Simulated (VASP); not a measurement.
# WS2 in VASP: single point with PBE

Aim: the single point of WS2 with PBE.

All numbers are computed with VASP 6.6.1; they aren't measurements. Logs are shortened: lines on timing, memory, paths and dates and some standing lists are left out, and cuts for length are marked.

## 1. The cell of the first run

The cell holds a slab with vacuum, 3 atoms: a = 3.170 Å, b = 3.170 Å, c = 16.926 Å, α = 90.00°, β = 90.00°, γ = 120.00°.

## 2. Single point, PBE

Contents of INCAR:

```
SYSTEM = WS2
  PREC = Accurate
  ENCUT = 520
  EDIFF = 1E-6
  ISMEAR = 0
  SIGMA = 0.01
  LREAL = .FALSE.
  LASPH = .TRUE.
  NELM = 100
  ALGO = Normal
  ISIF = 2
  LWAVE = .FALSE.
  LCHARG = .TRUE.
  GGA = PE
  LELF = .TRUE.
  LVHAR = .TRUE.
  NBANDS = 20
```

Contents of KPOINTS:

```
Automatic mesh
0
G
  6 6 2
  0 0 0
```

Contents of POSCAR:

```
WS2
1.0
    3.1697138084      0.0000000000      0.0000000000
   -1.5848569042      2.7450526808      0.0000000000
    0.0000000000      0.0000000000     16.9263323846
W S
1 2
Direct
    0.3333333333      0.6666666667      0.0000000000
    0.6666666667      0.3333333333      0.9076849995
    0.6666666667      0.3333333333      0.0923150005
```

Potentials or basis: VASP PAW PBE potentials, release 64 (W_sv, S).

Started as:

```bash
$ cat potpaw_PBE.64/W_sv/POTCAR potpaw_PBE.64/S/POTCAR > POTCAR
$ mpirun -np 1 vasp_std > vasp.out
```

OUTCAR:

```text
SYSTEM = WS2
   PREC = Accurate
   ENCUT = 520
   EDIFF = 1E-6
   ISMEAR = 0
   LREAL = .FALSE.
   LASPH = .TRUE.
   NELM = 100
   ISIF = 2
   GGA = PE

 ion  position               nearest neighbor table
   1  0.333  0.667  0.000-   2 2.41   3 2.41   2 2.41   3 2.41   2 2.41   3 2.41
   2  0.667  0.333  0.908-   1 2.41   1 2.41   1 2.41
   3  0.667  0.333  0.092-   1 2.41   1 2.41   1 2.41

  LATTYP: Found a hexagonal cell.
 ALAT       =     3.1697138084
 C/A-ratio  =     5.3400191335

  Lattice vectors:

 A1 = (   3.1697138084,   0.0000000000,   0.0000000000)
 A2 = (  -1.5848569042,   2.7450526808,   0.0000000000)
 A3 = (   0.0000000000,   0.0000000000,  16.9263323846)

Analysis of symmetry for initial positions (statically):
=====================================================================
 Subroutine PRICEL returns:
 Original cell was already a primitive cell.

 Routine SETGRP: Setting up the symmetry group for a
 hexagonal supercell.

 Subroutine GETGRP returns: Found 12 space group operations
 (whereof 12 operations were pure point group operations)
 out of a pool of 24 trial point group operations.

The static configuration has the point symmetry D_3h.

Analysis of symmetry for dynamics (positions and initial velocities):
=====================================================================
 Subroutine PRICEL returns:
 Original cell was already a primitive cell.

 Routine SETGRP: Setting up the symmetry group for a
 hexagonal supercell.

 Subroutine GETGRP returns: Found 12 space group operations
 (whereof 12 operations were pure point group operations)
 out of a pool of 24 trial point group operations.

The dynamic configuration has the point symmetry D_3h.

 Subroutine INISYM returns: Found 12 space group operations
 (whereof 12 operations are pure point group operations),
 and found     1 'primitive' translations

----------------------------------------------------------------------------------------

                                     Primitive cell

  volume of cell :     147.2765

  direct lattice vectors                    reciprocal lattice vectors
     3.169713808  0.000000000  0.000000000     0.315485896  0.182145867  0.000000000
    -1.584856904  2.745052681  0.000000000     0.000000000  0.364291734  0.000000000
     0.000000000  0.000000000 16.926332385     0.000000000  0.000000000  0.059079544

  length of vectors
     3.169713808  3.169713808 16.926332385     0.364291734  0.364291734  0.059079544

  position of ions in fractional coordinates (direct lattice)
     0.333333333  0.666666667  0.000000000
     0.666666667  0.333333333  0.907684999
     0.666666667  0.333333333  0.092315001

  ion indices of the primitive-cell ions
   primitive index   ion index
                 1           1
                 2           2
                 3           3

----------------------------------------------------------------------------------------

 KPOINTS: Automatic mesh

Automatic generation of k-mesh.
 Grid dimensions read from file:
 generate k-points for:    6    6    2

 Generating k-lattice:

  Cartesian coordinates                     Fractional coordinates (reciprocal lattice)
     0.052580983  0.030357644  0.000000000     0.166666667  0.000000000  0.000000000
     0.000000000  0.060715289  0.000000000     0.000000000  0.166666667  0.000000000
     0.000000000  0.000000000  0.029539772     0.000000000  0.000000000  0.500000000

  Length of vectors
     0.060715289  0.060715289  0.029539772

  Shift w.r.t. Gamma in fractional coordinates (k-lattice)
     0.000000000  0.000000000  0.000000000

 Subroutine IBZKPT returns following result:
 ===========================================

 Found     14 irreducible k-points:

 Following reciprocal coordinates:
            Coordinates               Weight
  0.000000  0.000000  0.000000      1.000000
  0.166667 -0.000000  0.000000      6.000000
  0.333333 -0.000000  0.000000      6.000000
  0.500000 -0.000000  0.000000      3.000000
  0.166667  0.166667  0.000000      6.000000
  0.333333  0.166667  0.000000     12.000000
  0.333333  0.333333  0.000000      2.000000
  0.000000  0.000000  0.500000      1.000000
  0.166667 -0.000000  0.500000      6.000000
  0.333333 -0.000000  0.500000      6.000000
  0.500000 -0.000000  0.500000      3.000000
  0.166667  0.166667  0.500000      6.000000
  0.333333  0.166667  0.500000     12.000000
  0.333333  0.333333  0.500000      2.000000
   k-points           NKPTS =     14   k-points in BZ     NKDIM =     14   number of bands    NBANDS=     20
   number of dos      NEDOS =    301   number of ions     NIONS =      3
   total plane-waves  NPLWV =  72576
   dimension x,y,z NGX =    24 NGY =   24 NGZ =  126
   dimension x,y,z NGXF=    48 NGYF=   48 NGZF=  252
   ions per type =               1   2
   NGX,Y,Z   is equivalent  to a cutoff of  12.59, 12.59, 12.38 a.u.
   NGXF,Y,Z  is equivalent  to a cutoff of  25.18, 25.18, 24.75 a.u.
 SYSTEM =  WS2
   PREC   = accura    normal or accurate (medium, high low for compatibility)
   ISTART =      0    job   : 0-new  1-cont  2-samecut
   ICHARG =      2    charge: 1-file 2-atom 10-const
   ISPIN  =      1    spin polarized calculation?
   LNONCOLLINEAR =      F non collinear calculations
   LSORBIT =      F    spin-orbit coupling
   LASPH  =      T    aspherical Exc in radial PAW
   ENCUT  =  520.0 eV  38.22 Ry    6.18 a.u.   5.89  5.89 31.47*2*pi/ulx,y,z
   NELM   =    100;   NELMIN=  2; NELMDL= -5     # of ELM steps
   EDIFF  = 0.1E-05   stopping-criterion for ELM
   LREAL  =      F    real-space projection
   EDIFFG = 0.1E-04   stopping-criterion for IOM
   NSW    =      0    number of steps for IOM
   IBRION =     -1    ionic relax: 0-MD 1-quasi-New 2-CG
   NFREE  =      0    steps in history (QN), initial steepest desc. (CG)
   ISIF   =      2    stress and relaxation
   ISYM   =      2    0-nonsym 1-usesym 2-fastsym
   POTIM  = 0.5000    time-step for ionic-motion
   TEBEG  =    0.0;   TEEND  =   0.0 temperature during run
   PSTRESS=    0.0 pullay stress
   NELECT =      26.0000    total number of electrons
   NUPDOWN=      -1.0000    fix difference up-down
   EMIN   =  10.00;   EMAX   =-10.00  energy-range for DOS
   EFERMI =   0.00;   METHOD = LEGACY
   ISMEAR =     0;   SIGMA  =   0.01  broadening in eV -4-tet -1-fermi 0-gaus
   EFERMI_NEDOS =   21; number of points for ismear=-14 and -15
   IALGO  =     38    algorithm
   IMIX   =      4    mixing-type and parameters
     AMIX     =   0.40;   BMIX     =  1.00
     AMIX_MAG =   1.60;   BMIX_MAG =  1.00
  volume/ion in A,a.u.               =      49.09       331.29
  Fermi-wavevector in a.u.,A,eV,Ry     =   0.918378  1.735483 11.475398  0.843418
  Thomas-Fermi vector in A             =   2.043453
   LORBIT       =      0    0 simple, 1 ext, 2 COOP (PROOUT), +10 PAW based schemes
   GGA     = PE    functional components
   LHFCALC =     F    Hartree Fock is set to
   AEXX    =    0.0000 exact exchange contribution
   IVDW    =     0    specifies the selected vdW correction
   LEPSILON=     F    determine dielectric tensor
   LRPA    =     F    only Hartree local field effects (RPA)
 non-spin polarized calculation
 Gauss-broadening in eV      SIGMA  =   0.01
  energy-cutoff  :      520.00
  volume of cell :      147.28
 maximum number of plane-waves:      4000
 NGX is ok and might be reduce to    24
   NGX = 11   NGY = 11   NGZ = 63

 number of electron      25.9999998 magnetization

 Free energy of the ion-electron system (eV)
  ---------------------------------------------------
  ext. energy  EPLUGINS =         0.00000000
  ---------------------------------------------------
  free energy    TOTEN  =       -23.66437157 eV

  energy without entropy =      -23.66437157  energy(sigma->0) =      -23.66437157

 E-fermi :  -1.0104     XC(G=0):  -4.5670

 val. band max:       -1.1574715195   @ k =   0.3333   0.3333   0.0000
 cond. band min:       0.6938678047   @ k =   0.3333   0.3333   0.0000
 fundamental gap:      1.8513393242
 Fermi energy:        -1.0103903492

 k-point     1 :       0.0000    0.0000    0.0000
  band No.  band energies     occupation
      1     -75.1548      2.00000
      2     -39.4057      2.00000
      3     -39.2421      2.00000
      4     -39.2421      2.00000
      5     -15.9797      2.00000
      6     -14.3122      2.00000
[... 12 lines left out ...]
     19       4.2909      0.00000
     20       4.4335      0.00000

 k-point     2 :       0.1667   -0.0000    0.0000
  band No.  band energies     occupation
      1     -75.1504      2.00000
      2     -39.3897      2.00000
      3     -39.3307      2.00000
      4     -39.2627      2.00000
      5     -15.5315      2.00000
      6     -14.1503      2.00000
[... 12 lines left out ...]
     19       4.8287      0.00000
     20       5.6945      0.00000

 k-point     3 :       0.3333   -0.0000    0.0000
  band No.  band energies     occupation
      1     -75.1415      2.00000
      2     -39.5039      2.00000
      3     -39.3574      2.00000
      4     -39.3037      2.00000
      5     -14.4808      2.00000
      6     -13.7811      2.00000
[... 12 lines left out ...]
     19       6.0764      0.00000
     20       6.1336      0.00000

 k-point     4 :       0.5000   -0.0000    0.0000
  band No.  band energies     occupation
      1     -75.1371      2.00000
      2     -39.5887      2.00000
      3     -39.3412      2.00000
      4     -39.3241      2.00000
      5     -13.8181      2.00000
      6     -13.5651      2.00000
[... 199 lines left out ...]
 k-point    13 :       0.3333    0.1667    0.5000
  band No.  band energies     occupation
      1     -75.1371      2.00000
      2     -39.5455      2.00000
      3     -39.3690      2.00000
      4     -39.3412      2.00000
      5     -13.8416      2.00000
      6     -13.5454      2.00000
[... 12 lines left out ...]
     19       7.0942      0.00000
     20       7.2865      0.00000

 k-point    14 :       0.3333    0.3333    0.5000
  band No.  band energies     occupation
      1     -75.1348      2.00000
      2     -39.5017      2.00000
      3     -39.4669      2.00000
      4     -39.3331      2.00000
      5     -13.4944      2.00000
      6     -13.3966      2.00000
[... 12 lines left out ...]
     19       5.9754      0.00000
     20       8.1916      0.00000

------------------------ aborting loop because EDIFF is reached ----------------------------------------

  FORCE on cell =-STRESS in cart. coord.  units (eV):
  Direction    XX          YY          ZZ          XY          YZ          ZX
  --------------------------------------------------------------------------------------
  -------------------------------------------------------------------------------------
  Total        0.8776207      0.8776207      0.9259558      0.0000000      0.0000000      0.0000000
  in kB        9.5473722      9.5473722     10.0731945      0.0000000      0.0000000      0.0000000
  external PRESSURE =       9.7226463 kB  Pullay stress =       0.0000000 kB

 VOLUME and BASIS-vectors are now :
 -----------------------------------------------------------------------------
  energy-cutoff  :      520.00
  volume of cell :      147.28
      direct lattice vectors                 reciprocal lattice vectors
     3.169713808  0.000000000  0.000000000     0.315485896  0.182145867  0.000000000
    -1.584856904  2.745052681  0.000000000     0.000000000  0.364291734  0.000000000
     0.000000000  0.000000000 16.926332385     0.000000000  0.000000000  0.059079544

 POSITION                                       TOTAL-FORCE (eV/Angst)
 -----------------------------------------------------------------------------------
     -0.00000      1.83004      0.00000        -0.000000      0.000000      0.000000
      1.58486      0.91502     15.36378         0.000000     -0.000000     -0.305574
      1.58486      0.91502      1.56255         0.000000     -0.000000      0.305574
 -----------------------------------------------------------------------------------
    total drift:                                0.000000     -0.000000     -0.000000

  FREE ENERGIE OF THE ION-ELECTRON SYSTEM (eV)
  ---------------------------------------------------
  free  energy   TOTEN  =       -23.6643715734 eV

  energy  without entropy=      -23.6643715734  energy(sigma->0) =      -23.66437157
```

Run time: 42 s. Hardware: 1 thread of Intel Xeon Platinum 8375C at 2.90GHz (Ice Lake), shared host; peak memory 0.25 GiB.

Results:

* Free energy: -23.6644 eV
* Largest force: 0.306 eV/Å
* Band gap on the k mesh: 1.85 eV, direct

Forces on the atoms (eV/Å):
```
W    0.000  0.000  0.000
S    0.000  0.000 -0.306
S    0.000  0.000  0.306
```

Levels at points of the mesh, in eV from the valence-band top:
| k point | band 9 | band 10 | band 11 | band 12 | band 13 | band 14 | band 15 | band 16 | band 17 | band 18 |
| --- | --- | --- | --- | --- | --- | --- | --- | --- | --- | --- |
| (0.00, 0.00, 0.00) | -2.88 | -2.13 | -1.63 | -1.63 | -0.05 | 2.92 | 2.92 | 3.10 | 3.10 | 4.98 |
| (0.50, 0.00, 0.00) | -4.47 | -3.44 | -2.15 | -1.27 | -0.94 | 2.91 | 3.36 | 4.09 | 4.80 | 5.15 |
| (0.00, 0.00, 0.50) | -2.88 | -2.13 | -1.63 | -1.63 | -0.05 | 2.92 | 2.92 | 3.10 | 3.10 | 5.05 |
| (0.50, 0.00, 0.50) | -4.47 | -3.44 | -2.15 | -1.27 | -0.94 | 2.91 | 3.36 | 4.09 | 4.80 | 5.15 |

Caveat: spin-orbit coupling is left out, which moves the levels of the heavy elements.
